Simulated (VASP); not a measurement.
# TiAl (Pm-3m) in VASP: single point with PBEsol

Aim: the single point of TiAl with PBEsol.

All numbers are computed with VASP 6.6.1; they aren't measurements. Logs are shortened: lines on timing, memory, paths and dates and some standing lists are left out, and cuts for length are marked.

### 1 The cell of the first run

It takes space group Pm-3m (No. 221, cubic). Conventional cell: a = 3.018 Å, b = 3.018 Å, c = 3.018 Å, α = 90.00°, β = 90.00°, γ = 90.00°. Ti (site symmetry m-3m) has 8 Al at 2.61 Å and 6 Ti at 3.02 Å within 3.4 Å. Al (site symmetry m-3m) has 8 Ti at 2.61 Å and 6 Al at 3.02 Å within 3.4 Å.

### 2 Single point, PBEsol

The input, INCAR:

```
SYSTEM = TiAl
ALGO = Normal
EDIFF = 1E-6
ENCUT = 520
GGA = PS
ISIF = 2
ISMEAR = -1
LASPH = .TRUE.
LCHARG = .FALSE.
LREAL = .FALSE.
LWAVE = .FALSE.
NBANDS = 14
NELM = 80
PREC = Accurate
SIGMA = 0.1
```

The input, KPOINTS:

```
k-points
0
G
  10 10 10
  0 0 0
```

The input, POSCAR:

```
TiAl
1.0
    3.0180000000      0.0000000000      0.0000000000
    0.0000000000      3.0180000000      0.0000000000
    0.0000000000      0.0000000000      3.0180000000
Ti Al
1 1
Direct
    0.5000000000      0.5000000000      0.5000000000
    0.0000000000      0.0000000000      0.0000000000
```

Potentials or basis: VASP PAW PBE potentials, release 64 (Ti_sv, Al).

Launch:

```console
$ cat potpaw_PBE.64/Ti_sv/POTCAR potpaw_PBE.64/Al/POTCAR > POTCAR
$ mpirun -np 1 vasp_std > vasp.out
```

OUTCAR:

```text
SYSTEM = TiAl
   EDIFF = 1E-6
   ENCUT = 520
   GGA = PS
   ISIF = 2
   ISMEAR = -1
   LASPH = .TRUE.
   LREAL = .FALSE.
   NELM = 80
   PREC = Accurate

 ion  position               nearest neighbor table
   1  0.500  0.500  0.500-   2 2.61   2 2.61   2 2.61   2 2.61   2 2.61   2 2.61   2 2.61   2 2.61

   2  0.000  0.000  0.000-   1 2.61   1 2.61   1 2.61   1 2.61   1 2.61   1 2.61   1 2.61   1 2.61

  LATTYP: Found a simple cubic cell.
 ALAT       =     3.0180000000

  Lattice vectors:

 A1 = (   3.0180000000,   0.0000000000,   0.0000000000)
 A2 = (   0.0000000000,   3.0180000000,   0.0000000000)
 A3 = (   0.0000000000,   0.0000000000,   3.0180000000)

Analysis of symmetry for initial positions (statically):
=====================================================================
 Subroutine PRICEL returns:
 Original cell was already a primitive cell.

 Routine SETGRP: Setting up the symmetry group for a
 simple cubic supercell.

 Subroutine GETGRP returns: Found 48 space group operations
 (whereof 48 operations were pure point group operations)
 out of a pool of 48 trial point group operations.

The static configuration has the point symmetry O_h .

Analysis of symmetry for dynamics (positions and initial velocities):
=====================================================================
 Subroutine PRICEL returns:
 Original cell was already a primitive cell.

 Routine SETGRP: Setting up the symmetry group for a
 simple cubic supercell.

 Subroutine GETGRP returns: Found 48 space group operations
 (whereof 48 operations were pure point group operations)
 out of a pool of 48 trial point group operations.

The dynamic configuration has the point symmetry O_h .

 Subroutine INISYM returns: Found 48 space group operations
 (whereof 48 operations are pure point group operations),
 and found     1 'primitive' translations

----------------------------------------------------------------------------------------

                                     Primitive cell

  volume of cell :      27.4889

  direct lattice vectors                    reciprocal lattice vectors
     3.018000000  0.000000000  0.000000000     0.331345262  0.000000000  0.000000000
     0.000000000  3.018000000  0.000000000     0.000000000  0.331345262  0.000000000
     0.000000000  0.000000000  3.018000000     0.000000000  0.000000000  0.331345262

  length of vectors
     3.018000000  3.018000000  3.018000000     0.331345262  0.331345262  0.331345262

  position of ions in fractional coordinates (direct lattice)
     0.500000000  0.500000000  0.500000000
     0.000000000  0.000000000  0.000000000

  ion indices of the primitive-cell ions
   primitive index   ion index
                 1           1
                 2           2

----------------------------------------------------------------------------------------

 KPOINTS: k-points

Automatic generation of k-mesh.
 Grid dimensions read from file:
 generate k-points for:   10   10   10

 Generating k-lattice:

  Cartesian coordinates                     Fractional coordinates (reciprocal lattice)
     0.033134526  0.000000000  0.000000000     0.100000000  0.000000000  0.000000000
     0.000000000  0.033134526  0.000000000     0.000000000  0.100000000  0.000000000
     0.000000000  0.000000000  0.033134526     0.000000000  0.000000000  0.100000000

  Length of vectors
     0.033134526  0.033134526  0.033134526

  Shift w.r.t. Gamma in fractional coordinates (k-lattice)
     0.000000000  0.000000000  0.000000000

 Subroutine IBZKPT returns following result:
 ===========================================

 Found     56 irreducible k-points:

 Following reciprocal coordinates:
            Coordinates               Weight
  0.000000  0.000000  0.000000      1.000000
  0.100000  0.000000  0.000000      6.000000
  0.200000  0.000000  0.000000      6.000000
  0.300000  0.000000  0.000000      6.000000
  0.400000  0.000000  0.000000      6.000000
  0.500000  0.000000  0.000000      3.000000
[... 16 lines left out ...]
  0.200000  0.100000  0.100000     24.000000
  0.300000  0.100000  0.100000     24.000000
 [... further k-points ...]
   k-points           NKPTS =     56   k-points in BZ     NKDIM =     56   number of bands    NBANDS=     14
   number of dos      NEDOS =    301   number of ions     NIONS =      2
   total plane-waves  NPLWV =  13824
   dimension x,y,z NGX =    24 NGY =   24 NGZ =   24
   dimension x,y,z NGXF=    48 NGYF=   48 NGZF=   48
   ions per type =               1   1
   NGX,Y,Z   is equivalent  to a cutoff of  13.22, 13.22, 13.22 a.u.
   NGXF,Y,Z  is equivalent  to a cutoff of  26.44, 26.44, 26.44 a.u.
 SYSTEM =  TiAl
   PREC   = accura    normal or accurate (medium, high low for compatibility)
   ISTART =      0    job   : 0-new  1-cont  2-samecut
   ICHARG =      2    charge: 1-file 2-atom 10-const
   ISPIN  =      1    spin polarized calculation?
   LNONCOLLINEAR =      F non collinear calculations
   LSORBIT =      F    spin-orbit coupling
   LASPH  =      T    aspherical Exc in radial PAW
   ENCUT  =  520.0 eV  38.22 Ry    6.18 a.u.   5.61  5.61  5.61*2*pi/ulx,y,z
   NELM   =     80;   NELMIN=  2; NELMDL= -5     # of ELM steps
   EDIFF  = 0.1E-05   stopping-criterion for ELM
   LREAL  =      F    real-space projection
   EDIFFG = 0.1E-04   stopping-criterion for IOM
   NSW    =      0    number of steps for IOM
   IBRION =     -1    ionic relax: 0-MD 1-quasi-New 2-CG
   NFREE  =      0    steps in history (QN), initial steepest desc. (CG)
   ISIF   =      2    stress and relaxation
   ISYM   =      2    0-nonsym 1-usesym 2-fastsym
   POTIM  = 0.5000    time-step for ionic-motion
   TEBEG  =    0.0;   TEEND  =   0.0 temperature during run
   PSTRESS=    0.0 pullay stress
   NELECT =      15.0000    total number of electrons
   NUPDOWN=      -1.0000    fix difference up-down
   EMIN   =  10.00;   EMAX   =-10.00  energy-range for DOS
   EFERMI =   0.00;   METHOD = LEGACY
   ISMEAR =    -1;   SIGMA  =   0.10  broadening in eV -4-tet -1-fermi 0-gaus
   EFERMI_NEDOS =   21; number of points for ismear=-14 and -15
   IALGO  =     38    algorithm
   IMIX   =      4    mixing-type and parameters
     AMIX     =   0.40;   BMIX     =  1.00
     AMIX_MAG =   1.60;   BMIX_MAG =  1.00
  volume/ion in A,a.u.               =      13.74        92.75
  Fermi-wavevector in a.u.,A,eV,Ry     =   1.337784  2.528045 24.349887  1.789666
  Thomas-Fermi vector in A             =   2.466306
   LORBIT       =      0    0 simple, 1 ext, 2 COOP (PROOUT), +10 PAW based schemes
   GGA     = PS    functional components
   LHFCALC =     F    Hartree Fock is set to
   AEXX    =    0.0000 exact exchange contribution
   IVDW    =     0    specifies the selected vdW correction
   LEPSILON=     F    determine dielectric tensor
   LRPA    =     F    only Hartree local field effects (RPA)
 non-spin polarized calculation
  energy-cutoff  :      520.00
  volume of cell :       27.49
 maximum number of plane-waves:       756
 NGX is ok and might be reduce to    24
   NGX = 11   NGY = 11   NGZ = 11

 number of electron      14.9999999 magnetization

 Free energy of the ion-electron system (eV)
  ---------------------------------------------------
  ext. energy  EPLUGINS =         0.00000000
  ---------------------------------------------------
  free energy    TOTEN  =       -12.77179090 eV

  energy without entropy =      -12.71028996  energy(sigma->0) =      -12.74104043

 E-fermi :  10.4155     XC(G=0): -11.8852

 val. band max:       10.3978760570   @ k =   0.4000   0.2000   0.2000
 cond. band min:      10.4447117409   @ k =   0.3000   0.3000   0.1000
 fundamental gap:      0.0468356838
 Fermi energy:        10.4155278045

 k-point     1 :       0.0000    0.0000    0.0000
  band No.  band energies     occupation
      1     -45.9155      2.00000
      2     -22.1989      2.00000
      3     -22.1989      2.00000
      4     -22.1989      2.00000
      5       0.4781      2.00000
      6       8.5751      2.00000
      7       8.5751      2.00000
      8      12.5885      0.00000
      9      12.5885      0.00000
     10      12.5885      0.00000
     11      15.6703      0.00000
     12      15.6703      0.00000
     13      15.6703      0.00000
     14      20.2066      0.00000

 k-point     2 :       0.1000    0.0000    0.0000
  band No.  band energies     occupation
      1     -45.9126      2.00000
      2     -22.2289      2.00000
      3     -22.1963      2.00000
      4     -22.1963      2.00000
      5       0.6612      2.00000
      6       8.5119      2.00000
      7       8.6618      2.00000
      8      12.2751      0.00000
      9      12.2751      0.00000
     10      12.6130      0.00000
     11      15.0292      0.00000
     12      16.1018      0.00000
     13      16.1018      0.00000
     14      19.9024      0.00000

 k-point     3 :       0.2000    0.0000    0.0000
  band No.  band energies     occupation
      1     -45.9049      2.00000
      2     -22.3068      2.00000
      3     -22.1894      2.00000
      4     -22.1894      2.00000
      5       1.1972      2.00000
      6       8.1584      2.00000
      7       8.9041      2.00000
      8      11.6630      0.00001
      9      11.6630      0.00001
     10      12.6782      0.00000
     11      14.1122      0.00000
     12      17.0794      0.00000
     13      17.0794      0.00000
     14      19.1192      0.00000
[... 324 lines left out ...]
 k-point    23 :       0.2000    0.1000    0.1000
  band No.  band energies     occupation
      1     -45.8992      2.00000
      2     -22.3004      2.00000
      3     -22.2175      2.00000
      4     -22.2141      2.00000
      5       1.5376      2.00000
      6       8.3379      2.00000
      7       8.8553      2.00000
      8      11.2511      0.00047
      9      11.4529      0.00006
     10      12.1706      0.00000
     11      14.6840      0.00000
     12      16.4855      0.00000
     13      16.7272      0.00000
     14      20.3347      0.00000

 k-point    24 :       0.3000    0.1000    0.1000
  band No.  band energies     occupation
      1     -45.8898      2.00000
      2     -22.3942      2.00000
      3     -22.2082      2.00000
      4     -22.2052      2.00000
      5       2.3595      2.00000
      6       7.4658      2.00000
      7       9.1834      1.99999
      8      10.8248      0.03283
      9      10.9720      0.00764
     10      12.2846      0.00000
     11      14.1221      0.00000
     12      17.2444      0.00000
     13      17.6338      0.00000
     14      19.8049      0.00000

 [... further k-points ...]
[... 5 lines left out ...]
  --------------------------------------------------------------------------------------
  -------------------------------------------------------------------------------------
  Total        3.5775543      3.5775543      3.5775543     -0.0000000     -0.0000000      0.0000000
  in kB      208.5158690    208.5158690    208.5158690     -0.0000000     -0.0000000      0.0000000
  external PRESSURE =     208.5158690 kB  Pullay stress =       0.0000000 kB

 VOLUME and BASIS-vectors are now :
 -----------------------------------------------------------------------------
  energy-cutoff  :      520.00
  volume of cell :       27.49
      direct lattice vectors                 reciprocal lattice vectors
     3.018000000  0.000000000  0.000000000     0.331345262  0.000000000  0.000000000
     0.000000000  3.018000000  0.000000000     0.000000000  0.331345262  0.000000000
     0.000000000  0.000000000  3.018000000     0.000000000  0.000000000  0.331345262

 POSITION                                       TOTAL-FORCE (eV/Angst)
 -----------------------------------------------------------------------------------
      1.50900      1.50900      1.50900         0.000000      0.000000      0.000000
      0.00000      0.00000      0.00000         0.000000      0.000000      0.000000
 -----------------------------------------------------------------------------------
    total drift:                                0.000000     -0.000000     -0.000000

  FREE ENERGIE OF THE ION-ELECTRON SYSTEM (eV)
  ---------------------------------------------------
  free  energy   TOTEN  =       -12.7717908984 eV

  energy  without entropy=      -12.7102899619  energy(sigma->0) =      -12.74104043
```

It took 21 s on 1 thread of Intel Xeon 8259CL, shared host; peak memory 0.15 GiB.

What came out:

| Quantity | Value |
| --- | --- |
| Free energy | -12.7718 eV |
| Pressure | 20.9 GPa |

Levels at points of the mesh, in eV from the Fermi level:
```
           k point  band 5  band 6  band 7  band 8  band 9  band 10
(0.00, 0.00, 0.00)   -9.94   -1.84   -1.84    2.17    2.17     2.17
(0.50, 0.00, 0.00)   -6.17   -5.63   -0.73    0.18    0.18     2.44
(0.50, 0.50, 0.00)   -5.46   -2.07   -2.07   -1.67    0.78     0.78
(0.50, 0.50, 0.50)   -3.60   -3.60   -3.60    1.64    3.42     3.42
```

Caveat: the PAW data sets were made with another functional, which shifts forces and pressure a little.
